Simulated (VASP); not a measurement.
Set up this calculation in VASP 6.6.1, as the native input.

```
Task                   : single point
Functional             : PBE
Potentials or basis    : VASP PAW PBE potentials, release 64 (Re)
Cutoff                 : 520 eV
k mesh                 : 11 × 11 × 15
Occupations            : fermi-dirac, width 0.1 eV
Spin                   : no spin polarisation
Dipole correction      : no
Further INCAR settings : ALGO = Normal; EDIFF = 1e-06; NBANDS = 18
```

The structure of Re lies in POSCAR:

```
Re
1.0
    4.3803093901      0.0000000000      0.0000000000
   -2.1901546950      3.7934592082      0.0000000000
    0.0000000000      0.0000000000      2.7443323786
Re
3
Direct
    0.0000000000      0.0000000000      1.0000000000
    0.3333333333      0.6666666667      0.5000000000
    0.6666666667      0.3333333333      0.5000000000
```

This isn't the form of Re at room conditions, which is hcp.

These files were run (other wordings do the same):

INCAR

```
SYSTEM = Re
PREC = Accurate
ENCUT = 520
EDIFF = 1E-6
ISMEAR = -1
SIGMA = 0.1
LREAL = .False.
LASPH = .True.
NELM = 80
ALGO = Normal
ISIF = 2
LWAVE = .False.
LCHARG = .True.
GGA = PE
LELF = .True.
LVHAR = .True.
NBANDS = 18
```

KPOINTS

```
Automatic mesh
0
Gamma
  11 11 15
  0 0 0
```

Potentials or basis: VASP PAW PBE potentials, release 64 (Re).

The run is started by

```bash
$ cat potpaw_PBE.64/Re/POTCAR > POTCAR
$ mpirun -np 1 vasp_std > vasp.out
```

Results of the run:

| Quantity | Value |
| --- | --- |
| Pressure | -0.8 GPa |
| Band gap on the k mesh | zero (an odd number of electrons rules out a gap without spin polarisation) |

Caveat: spin-orbit coupling is left out, which moves the levels of the heavy elements.

It took 58 s on 1 thread of Intel(R) Xeon(R) Platinum 8488C (Sapphire Rapids) (shared host), peak memory 0.22 GiB.
